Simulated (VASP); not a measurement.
# Ho2O in VASP: notebook, part 2 of 2

VASP 6.6.1. Earlier steps stand in the parts before.

## Step 3: Relaxation of cell and atoms, PBE

This run uses another cell than the first one, of 19.27 Å³/atom.

INCAR

```
SYSTEM = Ho2O
PREC = Accurate
ENCUT = 600
EDIFF = 1E-7
ISMEAR = 0
SIGMA = 0.1
LREAL = .FALSE.
LASPH = .TRUE.
NELM = 200
ALGO = Normal
ISIF = 3
LWAVE = .FALSE.
LCHARG = .FALSE.
GGA = PE
IBRION = 2
NSW = 90
EDIFFG = -0.04
GGA_COMPAT = .FALSE.
NELMIN = 4
LMAXMIX = 6
```

KPOINTS

```
regular mesh
0
G
  4 4 4
  0 0 0
```

POSCAR

```
Ho2O
1.0
    0.0000000000      3.3552418275      5.2666657277
    3.2720870544      0.0000000000      5.2666657277
    3.2720870544      3.3552418275      0.0000000000
Ho O
4 2
Direct
    0.2648499949      0.2648499949      0.7351500051
    0.7351500051      0.7351500051      0.2648499949
    0.5148499949      0.5148499949      0.9851500051
    0.9851500051      0.9851500051      0.5148499949
    0.5000000000      0.5000000000      0.5000000000
    0.7500000000      0.7500000000      0.7500000000
```

Potentials or basis: VASP PAW PBE potentials, release 64 (Ho_3, O), 4f in core.

The run is started by

```sh
$ cat potpaw_PBE.64/Ho_3/POTCAR potpaw_PBE.64/O/POTCAR > POTCAR
$ mpirun -np 1 vasp_std > vasp.out
```

OUTCAR:

```text
SYSTEM = Ho2O
   PREC = Accurate
   ENCUT = 600
   EDIFF = 1E-7
   ISMEAR = 0
   LREAL = .FALSE.
   LASPH = .TRUE.
   NELM = 200
   ISIF = 3
   GGA = PE
   IBRION = 2
   NSW = 90
   EDIFFG = -0.04
   NELMIN = 4

 ion  position               nearest neighbor table
   1  0.265  0.265  0.735-   6 2.35   6 2.35   5 2.48   2 3.29   2 3.29   4 3.30   4 3.30   2 3.37
                             2 3.37   3 3.52   3 3.52   3 3.52   3 3.52   4 3.76   4 3.76
   2  0.735  0.735  0.265-   6 2.35   6 2.35   5 2.48   1 3.29   1 3.29   3 3.30   3 3.30   1 3.37
                             1 3.37   4 3.52   4 3.52   4 3.52   4 3.52   3 3.76   3 3.76
   3  0.515  0.515  0.985-   5 2.35   5 2.35   6 2.48   4 3.29   4 3.29   2 3.30   2 3.30   4 3.37
                             4 3.37   1 3.52   1 3.52   1 3.52   1 3.52   2 3.76   2 3.76
   4  0.985  0.985  0.515-   5 2.35   5 2.35   6 2.48   3 3.29   3 3.29   1 3.30   1 3.30   3 3.37
                             3 3.37   2 3.52   2 3.52   2 3.52   2 3.52   1 3.76   1 3.76
   5  0.500  0.500  0.500-   3 2.35   3 2.35   4 2.35   4 2.35   1 2.48   2 2.48
   6  0.750  0.750  0.750-   1 2.35   1 2.35   2 2.35   2 2.35   3 2.48   4 2.48

  LATTYP: Found a face centered orthorhombic cell.
 ALAT       =     6.5441741088
 B/A-ratio  =     1.0254133743
 C/A-ratio  =     1.6095738408

  Lattice vectors:

 A1 = (   0.0000000000,   3.3552418275,   5.2666657277)
 A2 = (   3.2720870544,   0.0000000000,   5.2666657277)
 A3 = (   3.2720870544,   3.3552418275,   0.0000000000)

[... 172 lines left out ...]

 Free energy of the ion-electron system (eV)
  ---------------------------------------------------
  ext. energy  EPLUGINS =         0.00000000
  ---------------------------------------------------
  free energy    TOTEN  =       -39.28236479 eV

  energy without entropy =      -39.26202778  energy(sigma->0) =      -39.27219628

------------------------ aborting loop because EDIFF is reached ----------------------------------------

  FORCE on cell =-STRESS in cart. coord.  units (eV):
  Direction    XX          YY          ZZ          XY          YZ          ZX
  --------------------------------------------------------------------------------------
  -------------------------------------------------------------------------------------
  Total        2.9390448      0.6332075      0.9541359      0.0000000      0.0000000      0.0000000
  in kB       40.7194929      8.7728805     13.2192366      0.0000000      0.0000000      0.0000000
  external PRESSURE =      20.9038700 kB  Pullay stress =       0.0000000 kB
[... 107 lines left out ...]
--------------------------------------- Ionic step        4  -------------------------------------------

 number of electron      47.9999998 magnetization

 Free energy of the ion-electron system (eV)
  ---------------------------------------------------
  ext. energy  EPLUGINS =         0.00000000
  ---------------------------------------------------
  free energy    TOTEN  =       -39.31499022 eV

  energy without entropy =      -39.29262950  energy(sigma->0) =      -39.30380986

 E-fermi :   4.3721     XC(G=0): -10.7280

 val. band max:        4.3714491904   @ k =   0.5000   0.0000   0.0000
 cond. band min:       4.4215428481   @ k =   0.5000   0.0000   0.2500
 fundamental gap:      0.0500936577
 Fermi energy:         4.3721383557

 k-point     1 :       0.0000    0.0000    0.0000
  band No.  band energies     occupation
      1     -20.0624      2.00000
      2     -20.0257      2.00000
      3     -20.0203      2.00000
      4     -19.9246      2.00000
      5     -19.9189      2.00000
      6     -19.7049      2.00000
[... 580 lines left out ...]
  FREE ENERGIE OF THE ION-ELECTRON SYSTEM (eV)
  ---------------------------------------------------
  free  energy   TOTEN  =       -39.3149902182 eV

  energy  without entropy=      -39.2926294956  energy(sigma->0) =      -39.30380986

 reached required accuracy - stopping structural energy minimisation
```

It took 2.8 min on 1 thread of Intel Xeon 6975P-C (Granite Rapids), shared host; peak memory 0.35 GiB.

What came out:

* Free energy: -39.3150 eV
* Relaxed volume: 19.70 Å³/atom
* Relaxed cell: a = 6.253 Å, b = 6.250 Å, c = 4.731 Å, α = 67.80°, β = 67.73°, γ = 44.47°
* Space group after relaxing (to 0.1 Å): I4_1/amd (No. 141)
* Energy gained by relaxing: 5.4 meV/atom
* Ionic steps: 4
* Pressure after relaxing: -0.1 GPa
* Largest force after relaxing: 0.012 eV/Å
* Band gap on the k mesh: zero (bands 24 and 25 overlap by 1.27 eV)

Forces in eV/Å, atoms in the order of the input:
```
Ho   0.000  0.000 -0.012
Ho   0.000  0.000  0.012
Ho   0.000  0.000 -0.012
Ho   0.000  0.000  0.012
O    0.000  0.000  0.000
O    0.000  0.000  0.000
```

Stress tensor (GPa, compression positive):
```
 0.04  0.00  0.00
 0.00 -0.13  0.00
 0.00  0.00 -0.10
```

The path:
```csv
step,energy change (eV),largest force (eV/Å),pressure (GPa),volume (Å³)
1,0.0000,0.0375,2.09,115.64
2,-0.0238,0.0094,-1.36,119.89
3,-0.0284,0.0041,-0.43,118.66
4,-0.0326,0.0119,-0.06,118.20
```

Final structure:
```
Ho O
1.0
     0.00000    3.34812    5.28139
     3.34234    0.00000    5.28139
     3.34234    3.34812    0.00000
Ho O
4 2
Cartesian
  3.3423 3.3481 2.7959
  3.3423 3.3481 7.7669
  5.0135 5.0222 5.4366
  5.0135 5.0222 10.4076
  3.3423 3.3481 5.2814
  5.0135 5.0222 7.9221
```

Caveat: the k points lie up to 0.36 Å⁻¹ apart in the final cell, too coarse for converged energies and pressures of a metal; spin-orbit coupling is left out, which moves the levels of the heavy elements; the 4f electrons are frozen in the core, so they carry no moment and show no levels; the run has no spin polarisation, though such a crystal can be magnetic. Spin polarisation is off, so any magnetic state and its effect on volume and gap are missing.
